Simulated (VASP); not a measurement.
# KMgF3 (P4/mmm) in VASP: notebook

KMgF3 is run at these levels: PBEsol; tasks: single point.

All numbers are computed with VASP 6.6.1; they aren't measurements. Logs are shortened: lines on timing, memory, paths and dates and some standing lists are left out, and cuts for length are marked.

## 1. The cell of the first run

It takes space group P4/mmm (No. 123, tetragonal). The conventional cell has a = 4.305 Å, b = 4.305 Å, c = 3.826 Å, α = 90.00°, β = 90.00°, γ = 90.00°. K (site symmetry 4/mmm) has 12 F at 2.88 to 3.04 Å and 8 Mg at 3.60 Å and 2 K at 3.83 Å within 3.9 Å. Mg (site symmetry 4/mmm) has 6 F at 1.91 to 2.15 Å within 2.5 Å. F (site symmetry mmm) has 2 Mg at 2.15 Å and 4 K at 2.88 Å and 4 F at 2.88 Å within 2.9 Å. F (site symmetry 4/mmm) has 2 Mg at 1.91 Å within 2.5 Å.

## 2. Single point, PBEsol (strain +0.080 along x and y, -0.040 along z)

Contents of INCAR:

```
SYSTEM = KMgF3
PREC = Accurate ; ENCUT = 520
EDIFF = 1E-7 ; ISMEAR = 0
SIGMA = 0.05 ; LREAL = .FALSE.
LASPH = .TRUE. ; NELM = 100
ALGO = Normal ; ISIF = 2
LWAVE = .FALSE. ; LCHARG = .FALSE.
GGA = PS ; NBANDS = 24
```

Contents of KPOINTS:

```
Automatic mesh
0
G
  6 6 6
  0 0 0
```

Contents of POSCAR:

```
KMgF3
1.0
    4.3047720000      0.0000000000      0.0000000000
    0.0000000000      4.3047720000      0.0000000000
    0.0000000000      0.0000000000      3.8264640000
K Mg F
1 1 3
Direct
    0.5000000000      0.5000000000      0.5000000000
    0.0000000000      0.0000000000      0.0000000000
    0.5000000000      0.0000000000      0.0000000000
    0.0000000000      0.5000000000      0.0000000000
    0.0000000000      0.0000000000      0.5000000000
```

Potentials or basis: VASP PAW PBE potentials, release 64 (K_sv, Mg, F).

Command:

```bash
$ cat potpaw_PBE.64/K_sv/POTCAR potpaw_PBE.64/Mg/POTCAR potpaw_PBE.64/F/POTCAR > POTCAR
$ mpirun -np 1 vasp_std > vasp.out
```

OUTCAR:

```text
SYSTEM = KMgF3
   PREC = Accurate
   ENCUT = 520
   EDIFF = 1E-7
   ISMEAR = 0
   LREAL = .FALSE.
   LASPH = .TRUE.
   NELM = 100
   ISIF = 2
   GGA = PS

 ion  position               nearest neighbor table
   1  0.500  0.500  0.500-   2 3.60   2 3.60   2 3.60   2 3.60   2 3.60   2 3.60   2 3.60   2 3.60

   2  0.000  0.000  0.000-   5 1.91   5 1.91   3 2.15   4 2.15   4 2.15   3 2.15   1 3.60   1 3.60
                             1 3.60   1 3.60   1 3.60   1 3.60   1 3.60   1 3.60
   3  0.500  0.000  0.000-   2 2.15   2 2.15
   4  0.000  0.500  0.000-   2 2.15   2 2.15
   5  0.000  0.000  0.500-   2 1.91   2 1.91

  LATTYP: Found a simple tetragonal cell.
 ALAT       =     4.3047720000
 C/A-ratio  =     0.8888888889

  Lattice vectors:

 A1 = (   4.3047720000,   0.0000000000,   0.0000000000)
 A2 = (   0.0000000000,   4.3047720000,   0.0000000000)
 A3 = (   0.0000000000,   0.0000000000,   3.8264640000)

Analysis of symmetry for initial positions (statically):
=====================================================================
 Subroutine PRICEL returns:
 Original cell was already a primitive cell.

 Routine SETGRP: Setting up the symmetry group for a
 simple tetragonal supercell.

 Subroutine GETGRP returns: Found 16 space group operations
 (whereof 16 operations were pure point group operations)
 out of a pool of 16 trial point group operations.

The static configuration has the point symmetry D_4h.

Analysis of symmetry for dynamics (positions and initial velocities):
=====================================================================
 Subroutine PRICEL returns:
 Original cell was already a primitive cell.

 Routine SETGRP: Setting up the symmetry group for a
 simple tetragonal supercell.

 Subroutine GETGRP returns: Found 16 space group operations
 (whereof 16 operations were pure point group operations)
 out of a pool of 16 trial point group operations.

The dynamic configuration has the point symmetry D_4h.

 Subroutine INISYM returns: Found 16 space group operations
 (whereof 16 operations are pure point group operations),
 and found     1 'primitive' translations

----------------------------------------------------------------------------------------

                                     Primitive cell

  volume of cell :      70.9084

  direct lattice vectors                    reciprocal lattice vectors
     4.304772000  0.000000000  0.000000000     0.232300340  0.000000000  0.000000000
     0.000000000  4.304772000  0.000000000     0.000000000  0.232300340  0.000000000
     0.000000000  0.000000000  3.826464000     0.000000000  0.000000000  0.261337883

  length of vectors
     4.304772000  4.304772000  3.826464000     0.232300340  0.232300340  0.261337883

  position of ions in fractional coordinates (direct lattice)
     0.500000000  0.500000000  0.500000000
     0.000000000  0.000000000  0.000000000
     0.500000000  0.000000000  0.000000000
     0.000000000  0.500000000  0.000000000
     0.000000000  0.000000000  0.500000000

  ion indices of the primitive-cell ions
   primitive index   ion index
                 1           1
                 2           2
                 3           3
                 4           4
                 5           5

----------------------------------------------------------------------------------------

 KPOINTS: Automatic mesh

Automatic generation of k-mesh.
 Grid dimensions read from file:
 generate k-points for:    6    6    6

 Generating k-lattice:

  Cartesian coordinates                     Fractional coordinates (reciprocal lattice)
     0.038716723  0.000000000  0.000000000     0.166666667  0.000000000  0.000000000
     0.000000000  0.038716723  0.000000000     0.000000000  0.166666667  0.000000000
     0.000000000  0.000000000  0.043556314     0.000000000  0.000000000  0.166666667

  Length of vectors
     0.038716723  0.038716723  0.043556314

  Shift w.r.t. Gamma in fractional coordinates (k-lattice)
     0.000000000  0.000000000  0.000000000

 Subroutine IBZKPT returns following result:
 ===========================================

 Found     40 irreducible k-points:

 Following reciprocal coordinates:
            Coordinates               Weight
  0.000000  0.000000  0.000000      1.000000
  0.166667  0.000000  0.000000      4.000000
  0.333333  0.000000  0.000000      4.000000
  0.500000  0.000000  0.000000      2.000000
  0.166667  0.166667  0.000000      4.000000
  0.333333  0.166667  0.000000      8.000000
[... 16 lines left out ...]
  0.333333  0.000000  0.333333      8.000000
  0.500000  0.000000  0.333333      4.000000
 [... further k-points ...]
   k-points           NKPTS =     40   k-points in BZ     NKDIM =     40   number of bands    NBANDS=     24
   number of dos      NEDOS =    301   number of ions     NIONS =      5
   total plane-waves  NPLWV =  28672
   dimension x,y,z NGX =    32 NGY =   32 NGZ =   28
   dimension x,y,z NGXF=    64 NGYF=   64 NGZF=   56
   ions per type =               1   1   3
   NGX,Y,Z   is equivalent  to a cutoff of  12.36, 12.36, 12.16 a.u.
   NGXF,Y,Z  is equivalent  to a cutoff of  24.72, 24.72, 24.33 a.u.
 SYSTEM =  KMgF3
   PREC   = accura    normal or accurate (medium, high low for compatibility)
   ISTART =      0    job   : 0-new  1-cont  2-samecut
   ICHARG =      2    charge: 1-file 2-atom 10-const
   ISPIN  =      1    spin polarized calculation?
   LNONCOLLINEAR =      F non collinear calculations
   LSORBIT =      F    spin-orbit coupling
   LASPH  =      T    aspherical Exc in radial PAW
   ENCUT  =  520.0 eV  38.22 Ry    6.18 a.u.   8.00  8.00  7.11*2*pi/ulx,y,z
   NELM   =    100;   NELMIN=  2; NELMDL= -5     # of ELM steps
   EDIFF  = 0.1E-06   stopping-criterion for ELM
   LREAL  =      F    real-space projection
   EDIFFG = 0.1E-05   stopping-criterion for IOM
   NSW    =      0    number of steps for IOM
   IBRION =     -1    ionic relax: 0-MD 1-quasi-New 2-CG
   NFREE  =      0    steps in history (QN), initial steepest desc. (CG)
   ISIF   =      2    stress and relaxation
   ISYM   =      2    0-nonsym 1-usesym 2-fastsym
   POTIM  = 0.5000    time-step for ionic-motion
   TEBEG  =    0.0;   TEEND  =   0.0 temperature during run
   PSTRESS=    0.0 pullay stress
   NELECT =      32.0000    total number of electrons
   NUPDOWN=      -1.0000    fix difference up-down
   EMIN   =  10.00;   EMAX   =-10.00  energy-range for DOS
   EFERMI =   0.00;   METHOD = LEGACY
   ISMEAR =     0;   SIGMA  =   0.05  broadening in eV -4-tet -1-fermi 0-gaus
   EFERMI_NEDOS =   21; number of points for ismear=-14 and -15
   IALGO  =     38    algorithm
   IMIX   =      4    mixing-type and parameters
     AMIX     =   0.40;   BMIX     =  1.00
     AMIX_MAG =   1.60;   BMIX_MAG =  1.00
  volume/ion in A,a.u.               =      14.18        95.70
  Fermi-wavevector in a.u.,A,eV,Ry     =   1.255718  2.372963 21.454049  1.576828
  Thomas-Fermi vector in A             =   2.389461
   LORBIT       =      0    0 simple, 1 ext, 2 COOP (PROOUT), +10 PAW based schemes
   GGA     = PS    functional components
   LHFCALC =     F    Hartree Fock is set to
   AEXX    =    0.0000 exact exchange contribution
   IVDW    =     0    specifies the selected vdW correction
   LEPSILON=     F    determine dielectric tensor
   LRPA    =     F    only Hartree local field effects (RPA)
 non-spin polarized calculation
 Gauss-broadening in eV      SIGMA  =   0.05
  energy-cutoff  :      520.00
  volume of cell :       70.91
 maximum number of plane-waves:      1928
   NGX = 17   NGY = 17   NGZ = 15

 number of electron      31.9999966 magnetization

 Free energy of the ion-electron system (eV)
  ---------------------------------------------------
  ext. energy  EPLUGINS =         0.00000000
  ---------------------------------------------------
  free energy    TOTEN  =       -24.96384253 eV

  energy without entropy =      -24.96384253  energy(sigma->0) =      -24.96384253

 E-fermi :  -2.0017     XC(G=0):  -9.3640

 val. band max:       -2.2204646839   @ k =   0.5000   0.5000   0.5000
 cond. band min:       4.1012865470   @ k =   0.0000   0.0000   0.0000
 fundamental gap:      6.3217512309
 Fermi energy:        -2.0016801662

 k-point     1 :       0.0000    0.0000    0.0000
  band No.  band energies     occupation
      1     -27.9606      2.00000
      2     -22.2464      2.00000
      3     -21.3924      2.00000
      4     -21.2467      2.00000
      5     -11.5301      2.00000
      6     -11.5301      2.00000
[... 16 lines left out ...]
     23      10.5075      0.00000
     24      12.5253      0.00000

 k-point     2 :       0.1667    0.0000    0.0000
  band No.  band energies     occupation
      1     -27.9577      2.00000
      2     -22.2372      2.00000
      3     -21.3883      2.00000
      4     -21.2645      2.00000
      5     -11.5235      2.00000
      6     -11.5215      2.00000
[... 16 lines left out ...]
     23      10.4324      0.00000
     24      12.5428      0.00000

 k-point     3 :       0.3333    0.0000    0.0000
  band No.  band energies     occupation
      1     -27.9519      2.00000
      2     -22.2180      2.00000
      3     -21.3764      2.00000
      4     -21.3047      2.00000
      5     -11.5102      2.00000
      6     -11.5044      2.00000
[... 16 lines left out ...]
     23      10.5178      0.00000
     24      12.5832      0.00000
[... 514 lines left out ...]
 k-point    23 :       0.3333    0.0000    0.3333
  band No.  band energies     occupation
      1     -27.9327      2.00000
      2     -22.1148      2.00000
      3     -21.4281      2.00000
      4     -21.2995      2.00000
      5     -11.5810      2.00000
      6     -11.5195      2.00000
[... 16 lines left out ...]
     23      11.0134      0.00000
     24      11.7166      0.00000

 k-point    24 :       0.5000    0.0000    0.3333
  band No.  band energies     occupation
      1     -27.9307      2.00000
      2     -22.1119      2.00000
      3     -21.3642      2.00000
      4     -21.3627      2.00000
      5     -11.5866      2.00000
      6     -11.5401      2.00000
[... 16 lines left out ...]
     23      10.9775      0.00000
     24      12.1367      0.00000

 [... further k-points ...]

------------------------ aborting loop because EDIFF is reached ----------------------------------------

  FORCE on cell =-STRESS in cart. coord.  units (eV):
  Direction    XX          YY          ZZ          XY          YZ          ZX
  --------------------------------------------------------------------------------------
  -------------------------------------------------------------------------------------
  Total       -3.6680692     -3.6680692      0.2647362      0.0000000      0.0000000      0.0000000
  in kB      -82.8800793    -82.8800793      5.9817196      0.0000000      0.0000000      0.0000000
  external PRESSURE =     -53.2594797 kB  Pullay stress =       0.0000000 kB

 VOLUME and BASIS-vectors are now :
 -----------------------------------------------------------------------------
  energy-cutoff  :      520.00
  volume of cell :       70.91
      direct lattice vectors                 reciprocal lattice vectors
     4.304772000  0.000000000  0.000000000     0.232300340  0.000000000  0.000000000
     0.000000000  4.304772000  0.000000000     0.000000000  0.232300340  0.000000000
     0.000000000  0.000000000  3.826464000     0.000000000  0.000000000  0.261337883

 POSITION                                       TOTAL-FORCE (eV/Angst)
 -----------------------------------------------------------------------------------
      2.15239      2.15239      1.91323         0.000000      0.000000      0.000000
      0.00000      0.00000      0.00000         0.000000      0.000000      0.000000
      2.15239      0.00000      0.00000         0.000000      0.000000      0.000000
      0.00000      2.15239      0.00000         0.000000      0.000000      0.000000
      0.00000      0.00000      1.91323         0.000000      0.000000      0.000000
 -----------------------------------------------------------------------------------
    total drift:                                0.000000      0.000000     -0.000000

  FREE ENERGIE OF THE ION-ELECTRON SYSTEM (eV)
  ---------------------------------------------------
  free  energy   TOTEN  =       -24.9638425259 eV

  energy  without entropy=      -24.9638425259  energy(sigma->0) =      -24.96384253
```

Run time: 43 s. Hardware: 1 thread of AMD EPYC 7R13 (Zen 3), shared host; peak memory 0.18 GiB.

What came out:

* Free energy: -24.9638 eV
* Pressure: -5.3 GPa
* Band gap on the k mesh: 6.32 eV (least direct gap 6.58 eV)

Caveat: the cell differs from its parent crystal (strain +0.080 along x and y, -0.040 along z); the cell stands under tension; the PAW data sets were made with another functional, which shifts forces and pressure a little. A k mesh can miss the band edges.

## 3. Single point, PBEsol (strain +0.080 along x and y, +0.000 along z)

Contents of INCAR:

```
  PREC = Accurate
  ENCUT = 520
  EDIFF = 1E-7
  ISMEAR = 0
  SIGMA = 0.05
  LREAL = F
  LASPH = T
  NELM = 60
  ALGO = Normal
  ISIF = 2
  LWAVE = F
  LCHARG = F
  GGA = PS
  NBANDS = 24
```

Contents of KPOINTS:

```
Automatic mesh
0
Gamma
  6 6 6
```

POSCAR: that of step 2 with these lines changed.

```diff
@@ -4,3 +4,3 @@
     0.0000000000      4.3047720000      0.0000000000
-    0.0000000000      0.0000000000      3.8264640000
+    0.0000000000      0.0000000000      3.9859000000
 K Mg F
```

Potentials or basis: VASP PAW PBE potentials, release 64 (K_sv, Mg, F).

Command:

```bash
$ cat potpaw_PBE.64/K_sv/POTCAR potpaw_PBE.64/Mg/POTCAR potpaw_PBE.64/F/POTCAR > POTCAR
$ mpirun -np 1 vasp_std > vasp.out
```

Wall time 42 s (1 thread of AMD EPYC 7R13 (Zen 3), shared host); peak memory 0.19 GiB.

Results (log left out):

- Free energy: -24.9262 eV
- Pressure: -7.7 GPa
- Band gap on the k mesh: 6.08 eV (least direct gap 6.36 eV)

Stress tensor (GPa, compression positive):
```
-9.10  0.00  0.00
 0.00 -9.10  0.00
 0.00  0.00 -4.85
```

Levels at points of the mesh, in eV from the valence-band top:
| k point | band 12 | band 13 | band 14 | band 15 | band 16 | band 17 | band 18 | band 19 | band 20 | band 21 |
| --- | --- | --- | --- | --- | --- | --- | --- | --- | --- | --- |
| (0.00, 0.00, 0.00) | -0.57 | -0.37 | -0.29 | -0.29 | -0.28 | 6.08 | 9.60 | 9.88 | 11.41 | 11.93 |
| (0.50, 0.00, 0.00) | -0.68 | -0.62 | -0.54 | -0.49 | -0.40 | 8.77 | 8.90 | 10.46 | 11.71 | 12.37 |
| (0.50, 0.50, 0.00) | -1.05 | -0.89 | -0.64 | -0.64 | -0.03 | 9.78 | 10.53 | 10.90 | 10.90 | 12.43 |
| (0.00, 0.00, 0.50) | -1.00 | -1.00 | -0.63 | -0.41 | -0.41 | 8.95 | 9.27 | 10.94 | 11.92 | 11.92 |
| (0.50, 0.00, 0.50) | -1.04 | -0.76 | -0.66 | -0.66 | -0.02 | 9.85 | 10.92 | 11.07 | 11.32 | 11.93 |
| (0.50, 0.50, 0.50) | -1.11 | -0.88 | 0.00 | 0.00 | 0.00 | 9.65 | 9.65 | 9.77 | 12.39 | 12.99 |

Caveat: the cell differs from its parent crystal (strain +0.080 along x and y, +0.000 along z); the cell stands under tension; the PAW data sets were made with another functional, which shifts forces and pressure a little. A k mesh can miss the band edges.
